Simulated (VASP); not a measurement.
Set up this calculation in VASP 6.6.1, as the native input.

| Property | Result |
| --- | --- |
| Task | single point |
| Functional | PBE |
| Potentials or basis | VASP PAW PBE potentials, release 64 (Lu, Sc_sv, O) |
| Cutoff | 520 eV |
| k mesh | 6 × 6 × 2 |
| Occupations | gaussian, width 0.1 eV |
| Spin | no spin polarisation |
| Dipole correction | no |
| Further INCAR settings | ALGO = Normal; EDIFF = 1e-07; NBANDS = 60 |

The structure of Lu3Sc2O lies in POSCAR:

```
Lu3Sc2O
1.0
    4.1627788200      0.0000000000      0.0000000000
   -2.0813894100      3.6050722100      0.0000000000
    0.0000000000      0.0000000000      9.2763057200
Lu Sc O
3 2 1
Direct
    0.0000000000      0.0000000000      0.0000000000
    0.3333333300      0.6666666700      0.5000000000
    0.3333333300      0.6666666700      0.0000000000
    0.6666666700      0.3333333300      0.7522701000
    0.6666666700      0.3333333300      0.2477299000
    0.0000000000      0.0000000000      0.5000000000
```

One way to write it, as run:

INCAR

```
PREC = Accurate
ENCUT = 520
EDIFF = 1E-7
ISMEAR = 0
SIGMA = 0.1
LREAL = False
LASPH = True
NELM = 100
ALGO = Normal
ISIF = 2
LWAVE = False
LCHARG = True
GGA = PE
LELF = True
LVHAR = True
NBANDS = 60
```

KPOINTS

```
regular mesh
0
Gamma
  6 6 2
```

Potentials or basis: VASP PAW PBE potentials, release 64 (Lu, Sc_sv, O).

Command:

```console
$ cat potpaw_PBE.64/Lu/POTCAR potpaw_PBE.64/Sc_sv/POTCAR potpaw_PBE.64/O/POTCAR > POTCAR
$ mpirun -np 1 vasp_std > vasp.out
```

It gave:

```
Pressure      : 4.9 GPa
Largest force : 0.960 eV/Å
```

Caveat: an odd number of electrons without spin polarisation forces a metal; a magnetic or distorted state may lie lower.

It took 110 s on 1 thread of Intel(R) Xeon(R) 6975P-C (Granite Rapids), on a shared host, peak memory 0.3 GiB.
